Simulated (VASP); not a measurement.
# Be3ZnSe4: single point with PBE

The system is Be3ZnSe4.

```
Be Zn Se
1.0
     3.74769    0.00000    0.00000
     0.00000    7.52403    0.00000
     0.00000    0.00000    5.32747
Be Zn Se
3 1 4
Direct
  0.00000 0.50000 0.00309
  0.50000 0.74009 0.50017
  0.50000 0.25991 0.50017
  0.00000 0.00000 0.00066
  0.00000 0.26700 0.26283
  0.00000 0.73300 0.26283
  0.50000 0.00000 0.70999
  0.50000 0.50000 0.76025
```

```yaml
Program: VASP 6.6.1
Task: single point
Functional: PBE
Potentials_or_basis: VASP PAW PBE potentials, release 64 (Be, Zn, Se)
Cutoff: 520 eV
k_mesh: 6 × 4 × 4
Occupations: gaussian, width 0.02 eV
Spin: no spin polarisation
Dipole_correction: no
Further_INCAR_settings: ALGO = Normal; EDIFF = 1e-06; NBANDS = 31
```

```json
{
  "Pressure": "0.2 GPa",
  "Largest force": "0.019 eV/Å",
  "Band gap on the k mesh": "2.52 eV"
}
```

Forces on the atoms (eV/Å):
```
Be   0.000  0.000 -0.007
Be   0.000  0.004  0.001
Be   0.000 -0.004  0.001
Zn   0.000  0.000  0.008
Se   0.000  0.008  0.007
Se   0.000 -0.008  0.007
Se   0.000  0.000 -0.019
Se   0.000  0.000  0.003
```

Levels at points of the mesh, in eV from the valence-band top:
```csv
k point,band 17,band 18,band 19,band 20,band 21,band 22,band 23,band 24,band 25,band 26
"(0.00, 0.00, 0.00)",-1.45,-1.00,-0.24,-0.12,0.00,2.52,3.01,3.85,4.52,4.61
"(0.50, 0.00, 0.00)",-2.67,-2.41,-2.38,-1.49,-0.90,2.57,2.63,3.24,4.23,4.49
"(0.00, 0.50, 0.00)",-2.04,-1.36,-1.12,-0.60,-0.02,3.32,3.82,4.28,4.29,5.02
"(0.50, 0.50, 0.00)",-2.62,-2.56,-2.34,-2.28,-1.90,3.74,3.86,3.97,4.15,4.36
"(0.00, 0.00, 0.50)",-1.47,-1.41,-1.11,-1.04,-0.52,3.15,3.40,3.79,3.98,5.02
"(0.50, 0.00, 0.50)",-3.13,-1.42,-1.15,-1.11,-0.83,3.18,3.69,5.43,5.70,5.77
"(0.00, 0.50, 0.50)",-1.62,-1.62,-1.46,-1.03,-0.58,3.98,4.00,4.37,4.40,5.27
"(0.50, 0.50, 0.50)",-2.75,-1.87,-1.82,-1.78,-1.76,4.44,4.91,5.06,5.30,5.30
```

Wall time 88 s on 1 thread of AMD EPYC 9R45 96-Core Processor (Zen 5), with other jobs on the host, peak memory 0.3 GiB.

A k mesh can miss the band edges.
